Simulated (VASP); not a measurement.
Set up this calculation in VASP 6.6.1, as the native input.

```yaml
Task: single point
Functional: LDA
Potentials_or_basis: VASP PAW LDA potentials, release 64 (Zn, Se)
Cutoff: 520 eV
k_mesh: 10 × 10 × 10
Occupations: gaussian, width 0.05 eV
Spin: no spin polarisation
Dipole_correction: no
Further_INCAR_settings: ALGO = Normal; EDIFF = 1e-06; NBANDS = 16
```

The structure of ZnSe lies in POSCAR:

```
ZnSe
1.0
    0.0000000000      2.7761196621      2.9498668176
    2.9498668176      0.0000000000      2.9498668176
    2.9498668176      2.7761196621      0.0000000000
Zn Se
1 1
Direct
    0.0000000000      0.0000000000      0.0000000000
    0.7500000000      0.7500000000      0.7500000000
```

This cell differs from its parent crystal: volume 24.157 Å^3 an atom, c/a of the conventional cell 0.9411.

These files were run (other wordings do the same):

INCAR

```
SYSTEM = ZnSe
PREC = Accurate ; ENCUT = 520
EDIFF = 1E-6 ; ISMEAR = 0
SIGMA = 0.05 ; LREAL = .False.
LASPH = .True. ; NELM = 60
ALGO = Normal ; ISIF = 2
LWAVE = .False. ; LCHARG = .False.
NBANDS = 16
```

KPOINTS

```
regular mesh
0
Gamma
  10 10 10
  0 0 0
```

Potentials or basis: VASP PAW LDA potentials, release 64 (Zn, Se).

Launch:

```sh
$ cat potpaw_LDA.64/Zn/POTCAR potpaw_LDA.64/Se/POTCAR > POTCAR
$ mpirun -np 1 vasp_std > vasp.out
```

Results of the run:

```
Pressure               : -6.1 GPa
Band gap on the k mesh : 0.70 eV, direct
```

Wall time 37 s on 1 thread of Intel(R) Xeon(R) 6975P-C (Granite Rapids), with other jobs on the host, peak memory 0.2 GiB.
